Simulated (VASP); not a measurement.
CoO, 2 atoms in the cell. It takes space group R-3m (No. 166, trigonal). The conventional cell has a = 3.091 Å, b = 3.091 Å, c = 6.895 Å, α = 90.00°, β = 90.00°, γ = 120.00°. Co (site symmetry -3m) has 6 O at 2.12 Å and 12 Co at 2.91 to 3.09 Å within 3.1 Å. O (site symmetry -3m) has 6 Co at 2.12 Å and 12 O at 2.91 to 3.09 Å within 3.1 Å. 

- Program: VASP 6.6.1
- Task: relaxation of cell and atoms
- Functional: PBE
- Dispersion: D3(BJ)
- Potentials or basis: VASP PAW PBE potentials, release 64 (Co, O)
- Cutoff: 600 eV
- k mesh: 18 × 18 × 18
- Occupations: gaussian, width 0.1 eV
- Spin: collinear spin, ferromagnetic start
- Starting moments: [2.7, 0.34] μB
- Dipole correction: no
- Further INCAR settings: ALGO = Normal; EDIFF = 1e-07; IBRION = 2; EDIFFG = -0.005; NSW = 70; ISIF = 3

Potentials or basis: VASP PAW PBE potentials, release 64 (Co, O).

Command:

```console
$ cat potpaw_PBE.64/Co/POTCAR potpaw_PBE.64/O/POTCAR > POTCAR
$ mpirun -np 4 vasp_std > vasp.out
```

Hardware: 4 MPI ranks on Oxide Virtual Turin-like Processor, on a shared host.

**Question.** How long does it take, and how much memory?

**Answer.** Run time: 23 min on 4 MPI ranks on Oxide Virtual Turin-like Processor (shared host), peak memory 0.39 GiB a rank. Counts: scf iterations 97, k points 580, ion steps 10.
